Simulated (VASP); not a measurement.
Input of a VASP 6.6.1 run:

The input POSCAR:

```
MoH2
1.0
    0.0000000000      2.1972577870      2.1972577870
    2.1972577870      0.0000000000      2.1972577870
    2.1972577870      2.1972577870      0.0000000000
Mo H
1 2
Direct
    0.0000000000      0.0000000000      0.0000000000
    0.2500000000      0.2500000000      0.2500000000
    0.7500000000      0.7500000000      0.7500000000
```

INCAR.step1

```
SYSTEM = MoH2
PREC = Accurate ; ENCUT = 520
ISMEAR = 0 ; SIGMA = 0.1
LREAL = .False. ; LASPH = .True.
NELM = 60 ; NBANDS = 15
GGA = PE ; ALGO = Normal
EDIFF = 1E-4 ; LWAVE = .True.
LCHARG = .False.
```

Contents of INCAR.step2:

```
SYSTEM = MoH2
PREC = Accurate ; ENCUT = 520
EDIFF = 1E-6 ; ISMEAR = 0
SIGMA = 0.1 ; LREAL = .False.
LASPH = .True. ; NELM = 60
ALGO = Normal ; ISIF = 2
LWAVE = .False. ; LCHARG = .False.
METAGGA = R2SCAN ; LMIXTAU = .True.
NBANDS = 15 ; ISTART = 1
```

KPOINTS

```
regular mesh
0
Gamma
  16 16 16
  0 0 0
```

Potentials or basis: VASP PAW PBE potentials, release 64 (Mo_sv, H).

Command:

```bash
$ cat potpaw_PBE.64/Mo_sv/POTCAR potpaw_PBE.64/H/POTCAR > POTCAR
$ cp INCAR.step1 INCAR
$ mpirun -np 1 vasp_std > vasp.out
$ cp INCAR.step2 INCAR
$ mpirun -np 1 vasp_std > vasp.out
```

**Question.** What does it give for the band gap on the k mesh?

**Answer.** Zero (band 8 reaches 12.21 eV, above the bottom of band 9 at 9.20 eV).

**Question.** Predict the pressure.

**Answer.** 0.6 GPa.

Caveat: the PAW data sets were made with another functional, which shifts forces and pressure a little.
